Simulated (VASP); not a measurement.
# BAs (F-43m) in VASP: settings compared

BAs is run at these levels: PBEsol, PBE-based global hybrid with 10 % exact exchange; tasks: relaxation of cell and atoms, single point.

Program: VASP 6.6.1. These are calculated values, not measurements. Logs are shortened: lines on timing, memory, paths and dates and some standing lists are left out, and cuts for length are marked.

## (1) The cell of the first run

It takes space group F-43m (No. 216, cubic). Conventional cell: a = 4.777 Å, b = 4.777 Å, c = 4.777 Å, α = 90.00°, β = 90.00°, γ = 90.00°. Within 2.7 Å of As (site symmetry -43m) lie 4 B at 2.07 Å. Within 2.7 Å of B (site symmetry -43m) lie 4 As at 2.07 Å.

## (2) Relaxation of cell and atoms, PBEsol, target pressure 5 GPa, at which the enthalpy is minimised

Contents of INCAR:

```
SYSTEM = BAs
PREC = Accurate
ENCUT = 600
EDIFF = 1E-6
ISMEAR = -1
SIGMA = 0.05
LREAL = .FALSE.
LASPH = .TRUE.
NELM = 80
ALGO = Normal
ISIF = 3
LWAVE = .FALSE.
LCHARG = .FALSE.
GGA = PS
IBRION = 2
NSW = 60
EDIFFG = -0.01
PSTRESS = 50.0
```

Contents of KPOINTS:

```
Automatic mesh
0
G
  10 10 10
  0 0 0
```

Contents of POSCAR:

```
BAs
1.0
    0.0000000000      2.3885000000      2.3885000000
    2.3885000000      0.0000000000      2.3885000000
    2.3885000000      2.3885000000      0.0000000000
As B
1 1
Direct
    0.7500000000      0.7500000000      0.7500000000
    0.0000000000      0.0000000000      0.0000000000
```

Potentials or basis: VASP PAW PBE potentials, release 64 (As, B).

Started as:

```sh
$ cat potpaw_PBE.64/As/POTCAR potpaw_PBE.64/B/POTCAR > POTCAR
$ mpirun -np 1 vasp_std > vasp.out
```

OUTCAR:

```text
SYSTEM = BAs
   PREC = Accurate
   ENCUT = 600
   EDIFF = 1E-6
   ISMEAR = -1
   LREAL = .FALSE.
   LASPH = .TRUE.
   NELM = 80
   ISIF = 3
   GGA = PS
   IBRION = 2
   NSW = 60
   EDIFFG = -0.01
   PSTRESS = 50.0

 ion  position               nearest neighbor table
   1  0.750  0.750  0.750-   2 2.07   2 2.07   2 2.07   2 2.07
   2  0.000  0.000  0.000-   1 2.07   1 2.07   1 2.07   1 2.07

  LATTYP: Found a face centered cubic cell.
 ALAT       =     4.7770000000

  Lattice vectors:

 A1 = (   0.0000000000,   2.3885000000,   2.3885000000)
 A2 = (   2.3885000000,   0.0000000000,   2.3885000000)
 A3 = (   2.3885000000,   2.3885000000,   0.0000000000)

Analysis of symmetry for initial positions (statically):
=====================================================================
 Subroutine PRICEL returns:
 Original cell was already a primitive cell.

 Routine SETGRP: Setting up the symmetry group for a
 face centered cubic supercell.

 Subroutine GETGRP returns: Found 24 space group operations
 (whereof 24 operations were pure point group operations)
 out of a pool of 48 trial point group operations.

The static configuration has the point symmetry T_d .

Analysis of symmetry for dynamics (positions and initial velocities):
=====================================================================
 Subroutine PRICEL returns:
 Original cell was already a primitive cell.

 Routine SETGRP: Setting up the symmetry group for a
 face centered cubic supercell.

 Subroutine GETGRP returns: Found 24 space group operations
 (whereof 24 operations were pure point group operations)
 out of a pool of 48 trial point group operations.

The dynamic configuration has the point symmetry T_d .

 Subroutine INISYM returns: Found 24 space group operations
 (whereof 24 operations are pure point group operations),
 and found     1 'primitive' translations

----------------------------------------------------------------------------------------

                                     Primitive cell

  volume of cell :      27.2525

  direct lattice vectors                    reciprocal lattice vectors
     0.000000000  2.388500000  2.388500000    -0.209336404  0.209336404  0.209336404
     2.388500000  0.000000000  2.388500000     0.209336404 -0.209336404  0.209336404
     2.388500000  2.388500000  0.000000000     0.209336404  0.209336404 -0.209336404

[... 88 lines left out ...]
   NFREE  =      1    steps in history (QN), initial steepest desc. (CG)
   ISIF   =      3    stress and relaxation
   ISYM   =      2    0-nonsym 1-usesym 2-fastsym
   POTIM  = 0.5000    time-step for ionic-motion
   TEBEG  =    0.0;   TEEND  =   0.0 temperature during run
   PSTRESS=   50.0 pullay stress
   NELECT =       8.0000    total number of electrons
   NUPDOWN=      -1.0000    fix difference up-down
   EMIN   =  10.00;   EMAX   =-10.00  energy-range for DOS
   EFERMI =   0.00;   METHOD = LEGACY
   ISMEAR =    -1;   SIGMA  =   0.05  broadening in eV -4-tet -1-fermi 0-gaus
   EFERMI_NEDOS =   21; number of points for ismear=-14 and -15
   IALGO  =     38    algorithm
   IMIX   =      4    mixing-type and parameters
     AMIX     =   0.40;   BMIX     =  1.00
     AMIX_MAG =   1.60;   BMIX_MAG =  1.00
  volume/ion in A,a.u.               =      13.63        91.95
  Fermi-wavevector in a.u.,A,eV,Ry     =   1.088018  2.056057 16.106360  1.183784
  Thomas-Fermi vector in A             =   2.224191
   LORBIT       =      0    0 simple, 1 ext, 2 COOP (PROOUT), +10 PAW based schemes
   GGA     = PS    functional components
   LHFCALC =     F    Hartree Fock is set to
   AEXX    =    0.0000 exact exchange contribution
   IVDW    =     0    specifies the selected vdW correction
   LEPSILON=     F    determine dielectric tensor
   LRPA    =     F    only Hartree local field effects (RPA)
 conjugate gradient relaxation of ions
 non-spin polarized calculation
  energy-cutoff  :      600.00
  volume of cell :       27.25
 maximum number of plane-waves:       941
   NGX = 13   NGY = 13   NGZ = 13

--------------------------------------- Ionic step        1  -------------------------------------------

 number of electron       8.0000000 magnetization

 Free energy of the ion-electron system (eV)
  ---------------------------------------------------
  ext. energy  EPLUGINS =         0.00000000
  ---------------------------------------------------
  free energy    TOTEN  =       -12.20477751 eV

  energy without entropy =      -12.20477730  energy(sigma->0) =      -12.20477741

------------------------ aborting loop because EDIFF is reached ----------------------------------------

  FORCE on cell =-STRESS in cart. coord.  units (eV):
  Direction    XX          YY          ZZ          XY          YZ          ZX
  --------------------------------------------------------------------------------------
  -------------------------------------------------------------------------------------
  Total        0.0088488      0.0088488      0.0088488      0.0000000      0.0000000      0.0000000
  in kB        0.5202223      0.5202223      0.5202223      0.0000000      0.0000000      0.0000000
  external PRESSURE =     -49.4797777 kB  Pullay stress =      50.0000000 kB
[... 63 lines left out ...]
--------------------------------------- Ionic step        3  -------------------------------------------

 number of electron       8.0000000 magnetization

 Free energy of the ion-electron system (eV)
  ---------------------------------------------------
  ext. energy  EPLUGINS =         0.00000000
  ---------------------------------------------------
  free energy    TOTEN  =       -12.19138475 eV

  energy without entropy =      -12.19138446  energy(sigma->0) =      -12.19138461

 E-fermi :   6.9130     XC(G=0): -10.8705

 val. band max:        6.4087935032   @ k =   0.0000   0.0000   0.0000
 cond. band min:       7.4518666729   @ k =   0.4000   0.4000   0.0000
 fundamental gap:      1.0430731697
 Fermi energy:         6.9129865213

 k-point     1 :       0.0000    0.0000    0.0000
  band No.  band energies     occupation
      1      -9.3311      2.00000
      2       6.4088      1.99992
      3       6.4088      1.99992
      4       6.4088      1.99992
      5       9.6902      0.00000
      6       9.6902      0.00000
      7       9.6902      0.00000
      8      11.5098      0.00000
[... 243 lines left out ...]
 k-point    24 :       0.4000    0.3000    0.0000
  band No.  band energies     occupation
      1      -6.5913      2.00000
      2      -0.1409      2.00000
      3       2.2616      2.00000
      4       2.7794      2.00000
      5       7.9984      0.00000
      6       9.7085      0.00000
      7      15.4478      0.00000
      8      15.6652      0.00000

 [... further k-points ...]
[... 5 lines left out ...]
  --------------------------------------------------------------------------------------
  -------------------------------------------------------------------------------------
  Total        0.8206223      0.8206223      0.8206223     -0.0000000     -0.0000000     -0.0000000
  in kB       49.8480498     49.8480498     49.8480498     -0.0000000     -0.0000000     -0.0000000
  external PRESSURE =      -0.1519502 kB  Pullay stress =      50.0000000 kB
[... 21 lines left out ...]
  energy  without entropy=      -12.1913844594  energy(sigma->0) =      -12.19138461

  enthalpy is  TOTEN    =       -11.3682609757 eV   P V=        0.8231237777

 reached required accuracy - stopping structural energy minimisation
```

OSZICAR:

```text
N       E                     dE             d eps       ncg     rms          rms(c)
DAV:   1     0.127963196772E+02    0.12796E+02   -0.42064E+03   752   0.980E+02
DAV:   2    -0.124379371914E+02   -0.25234E+02   -0.24599E+02  1168   0.113E+02
DAV:   3    -0.128121840427E+02   -0.37425E+00   -0.37425E+00   848   0.175E+01
DAV:   4    -0.128127198294E+02   -0.53579E-03   -0.53579E-03  1136   0.734E-01
[... 19 lines left out ...]
DAV:   2    -0.121933807151E+02    0.58772E-02   -0.93380E-03   776   0.605E-01    0.236E-01
DAV:   3    -0.121915106594E+02    0.18701E-02   -0.41613E-03   880   0.360E-01    0.768E-02
DAV:   4    -0.121913942934E+02    0.11637E-03   -0.21046E-04   944   0.972E-02    0.430E-02
DAV:   5    -0.121913851025E+02    0.91909E-05   -0.14757E-05  1000   0.261E-02    0.223E-02
DAV:   6    -0.121913847534E+02    0.34905E-06   -0.80625E-07   464   0.651E-03
   3 F= -.11368261E+02 E0= -.11368261E+02  d E =-.139655E-01
```

Run time: 35 s. Hardware: 1 thread of Intel Xeon Platinum 8259CL at 2.50GHz (Skylake/Cascade Lake), shared host; peak memory 0.17 GiB.

What came out:

```
Free energy                                                : -12.1914 eV
Relaxed volume                                             : 13.19 Å³/atom
Relaxed cell                                               : a = 3.341 Å, b = 3.341 Å, c = 3.341 Å, α = 60.00°, β = 60.00°, γ = 60.00°
Space group after relaxing (to 0.1 Å)                      : F-43m (No. 216)
Energy change on relaxing (the run minimises the enthalpy) : +6.7 meV/atom
Ionic steps                                                : 3
Pressure after relaxing                                    : 5.0 GPa
Band gap on the k mesh                                     : 1.04 eV (least direct gap 3.28 eV)
```

Step by step:
```csv
step,energy change (eV),largest force (eV/Å),pressure (GPa),volume (Å³)
1,0.0000,0.0000,0.05,27.25
2,0.0479,0.0000,9.90,25.63
3,0.0134,0.0000,4.98,26.38
```

Final structure:
```xyz
2
Lattice="0.0000 2.3626 2.3626 2.3626 0.0000 2.3626 2.3626 2.3626 0.0000" Properties=species:S:1:pos:R:3 pbc="T T T"
As    3.5439    3.5439    3.5439
B     0.0000    0.0000    0.0000
```

Levels at points of the mesh, in eV from the valence-band top:
```
           k point  band 1  band 2  band 3  band 4  band 5  band 6  band 7  band 8
(0.00, 0.00, 0.00)  -15.74    0.00    0.00    0.00    3.28    3.28    3.28    5.10
(0.50, 0.00, 0.00)  -12.73   -9.08   -1.89   -1.89    2.85    4.76    4.76    8.76
(0.50, 0.50, 0.00)  -11.37   -8.72   -4.24   -4.24    1.28    1.30   11.66   11.66
```

Caveat: the cell is relaxed towards a set pressure, so the run minimises the enthalpy, not the energy; the PAW data sets were made with another functional, which shifts forces and pressure a little.

## (3) Relaxation of cell and atoms, PBEsol, target pressure 10 GPa, at which the enthalpy is minimised

Contents of INCAR:

```
SYSTEM = BAs
ALGO = Normal ; EDIFF = 1E-7
EDIFFG = -0.01 ; ENCUT = 600
GGA = PS ; IBRION = 2
ISIF = 3 ; ISMEAR = -1
LASPH = .True. ; LCHARG = .False.
LREAL = .False. ; LWAVE = .False.
NELM = 80 ; NSW = 60
PREC = Accurate ; PSTRESS = 100.0
SIGMA = 0.05
```

Contents of KPOINTS:

```
k-points
0
Gamma
  10 10 10
  0 0 0
```

POSCAR is that of step 2.

Potentials or basis: VASP PAW PBE potentials, release 64 (As, B).

Started as:

```sh
$ cat potpaw_PBE.64/As/POTCAR potpaw_PBE.64/B/POTCAR > POTCAR
$ mpirun -np 1 vasp_std > vasp.out
```

Wall time 50 s (1 thread of Intel Xeon Platinum 8259CL at 2.50GHz (Skylake/Cascade Lake), shared host); peak memory 0.17 GiB.

Results (log left out):

```
Free energy                                                : -12.1570 eV
Relaxed volume                                             : 12.81 Å³/atom
Relaxed cell                                               : a = 3.309 Å, b = 3.309 Å, c = 3.309 Å, α = 60.00°, β = 60.00°, γ = 60.00°
Space group after relaxing (to 0.1 Å)                      : F-43m (No. 216)
Energy change on relaxing (the run minimises the enthalpy) : +23.9 meV/atom
Ionic steps                                                : 3
Pressure after relaxing                                    : 9.9 GPa
Band gap on the k mesh                                     : 1.01 eV (least direct gap 3.32 eV)
```

The path:
| step | energy change (eV) | largest force (eV/Å) | pressure (GPa) | volume (Å³) |
| --- | --- | --- | --- | --- |
| 1 | 0.0000 | 0.0000 | 0.05 | 27.25 |
| 2 | 0.2055 | 0.0000 | 22.80 | 24.05 |
| 3 | 0.0478 | 0.0000 | 9.88 | 25.63 |

Final structure:
```
As B
1.0
     0.00000    2.34009    2.34009
     2.34009    0.00000    2.34009
     2.34009    2.34009    0.00000
As B
1 1
Direct
  0.75000 0.75000 0.75000
  0.00000 0.00000 0.00000
```

Levels at points of the mesh, in eV from the valence-band top:
| k point | band 1 | band 2 | band 3 | band 4 | band 5 | band 6 | band 7 | band 8 |
| --- | --- | --- | --- | --- | --- | --- | --- | --- |
| (0.00, 0.00, 0.00) | -16.01 | 0.00 | 0.00 | 0.00 | 3.32 | 3.32 | 3.32 | 5.47 |
| (0.50, 0.00, 0.00) | -12.90 | -9.30 | -1.94 | -1.94 | 3.03 | 4.79 | 4.79 | 8.81 |
| (0.50, 0.50, 0.00) | -11.49 | -8.89 | -4.37 | -4.37 | 1.25 | 1.26 | 11.94 | 11.94 |

Caveat: the cell is relaxed towards a set pressure, so the run minimises the enthalpy, not the energy; the PAW data sets were made with another functional, which shifts forces and pressure a little.

## (4) Relaxation of cell and atoms, PBEsol, target pressure 20 GPa, at which the enthalpy is minimised

Contents of INCAR:

```
SYSTEM = BAs
ALGO = Normal
EDIFF = 1E-6
EDIFFG = -0.01
ENCUT = 600
GGA = PS
IBRION = 2
ISIF = 3
ISMEAR = -1
LASPH = .TRUE.
LCHARG = .FALSE.
LREAL = .FALSE.
LWAVE = .FALSE.
NELM = 80
NSW = 60
PREC = Accurate
PSTRESS = 200.0
SIGMA = 0.05
```

Contents of KPOINTS:

```
k-points
0
G
  10 10 10
  0 0 0
```

POSCAR is that of step 3.

Potentials or basis: VASP PAW PBE potentials, release 64 (As, B).

Started as:

```sh
$ cat potpaw_PBE.64/As/POTCAR potpaw_PBE.64/B/POTCAR > POTCAR
$ mpirun -np 1 vasp_std > vasp.out
```

OUTCAR:

```text
SYSTEM = BAs
   EDIFF = 1E-6
   EDIFFG = -0.01
   ENCUT = 600
   GGA = PS
   IBRION = 2
   ISIF = 3
   ISMEAR = -1
   LASPH = .TRUE.
   LREAL = .FALSE.
   NELM = 80
   NSW = 60
   PREC = Accurate
   PSTRESS = 200.0

 ion  position               nearest neighbor table
   1  0.750  0.750  0.750-   2 2.07   2 2.07   2 2.07   2 2.07
   2  0.000  0.000  0.000-   1 2.07   1 2.07   1 2.07   1 2.07

  LATTYP: Found a face centered cubic cell.
 ALAT       =     4.7770000000

  Lattice vectors:

 A1 = (   0.0000000000,   2.3885000000,   2.3885000000)
 A2 = (   2.3885000000,   0.0000000000,   2.3885000000)
 A3 = (   2.3885000000,   2.3885000000,   0.0000000000)

[... 291 lines left out ...]
  ---------------------------------------------------
  ext. energy  EPLUGINS =         0.00000000
  ---------------------------------------------------
  free energy    TOTEN  =       -12.04134360 eV

  energy without entropy =      -12.04134298  energy(sigma->0) =      -12.04134329

 E-fermi :   7.7990     XC(G=0): -11.2127

 val. band max:        7.3368642572   @ k =   0.0000   0.0000   0.0000
 cond. band min:       8.2960713806   @ k =   0.4000   0.4000   0.0000
 fundamental gap:      0.9592071234
 Fermi energy:         7.7990157334

 k-point     1 :       0.0000    0.0000    0.0000
  band No.  band energies     occupation
      1      -9.1747      2.00000
      2       7.3369      1.99981
      3       7.3369      1.99981
      4       7.3369      1.99981
      5      10.7272      0.00000
      6      10.7272      0.00000
      7      10.7272      0.00000
      8      13.4782      0.00000
[... 243 lines left out ...]
 k-point    24 :       0.4000    0.3000    0.0000
  band No.  band energies     occupation
      1      -6.2127      2.00000
      2       0.5615      2.00000
      3       2.8427      2.00000
      4       3.4035      2.00000
      5       8.8816      0.00000
      6      10.6373      0.00000
      7      16.9770      0.00000
      8      17.1286      0.00000

 [... further k-points ...]
[... 5 lines left out ...]
  --------------------------------------------------------------------------------------
  -------------------------------------------------------------------------------------
  Total        3.0231701      3.0231701      3.0231701      0.0000000      0.0000000      0.0000000
  in kB      198.7842261    198.7842261    198.7842261      0.0000000      0.0000000      0.0000000
  external PRESSURE =      -1.2157739 kB  Pullay stress =     200.0000000 kB
[... 21 lines left out ...]
  energy  without entropy=      -12.0413429769  energy(sigma->0) =      -12.04134329

  enthalpy is  TOTEN    =        -8.9996836065 eV   P V=        3.0416599973

 reached required accuracy - stopping structural energy minimisation
```

It took 53 s on 1 thread of Intel Xeon Platinum 8259CL at 2.50GHz (Skylake/Cascade Lake), shared host; peak memory 0.17 GiB.

What came out:

```yaml
Free_energy: -12.0413 eV
Relaxed_volume: 12.18 Å³/atom
Relaxed_cell: a = 3.254 Å, b = 3.254 Å, c = 3.254 Å, α = 60.00°, β = 60.00°, γ = 60.00°
Space_group_after_relaxing_to_0.1_Å: F-43m (No. 216)
Energy_change_on_relaxing_the_run_minimises_the_enthalpy: +81.7 meV/atom
Ionic_steps: 4
Pressure_after_relaxing: 19.9 GPa
Band_gap_on_the_k_mesh: 0.96 eV (least direct gap 3.39 eV)
```

Step by step:
```csv
step,energy change (eV),largest force (eV/Å),pressure (GPa),volume (Å³)
1,0.0000,0.0000,0.05,27.25
2,0.9412,0.0000,60.58,21.09
3,0.1535,0.0000,19.17,24.45
4,0.1634,0.0000,19.88,24.37
```

Final structure:
```yaml
crystal:
  lattice:
    - [0.00000, 2.30102, 2.30102]
    - [2.30102, 0.00000, 2.30102]
    - [2.30102, 2.30102, 0.00000]
  atoms:
    - { symbol: As, position: [0.75000, 0.75000, 0.75000] }
    - { symbol: B, position: [0.00000, 0.00000, 0.00000] }
```

Levels at points of the mesh, in eV from the valence-band top:
```
           k point  band 1  band 2  band 3  band 4  band 5  band 6  band 7  band 8
(0.00, 0.00, 0.00)  -16.51    0.00    0.00    0.00    3.39    3.39    3.39    6.14
(0.50, 0.00, 0.00)  -13.20   -9.70   -2.03   -2.03    3.35    4.85    4.85    8.89
(0.50, 0.50, 0.00)  -11.71   -9.19   -4.60   -4.60    1.18    1.20   12.44   12.44
```

Caveat: the cell is relaxed towards a set pressure, so the run minimises the enthalpy, not the energy; the PAW data sets were made with another functional, which shifts forces and pressure a little. A k mesh can miss the band edges.

[end of part 1 of 2]
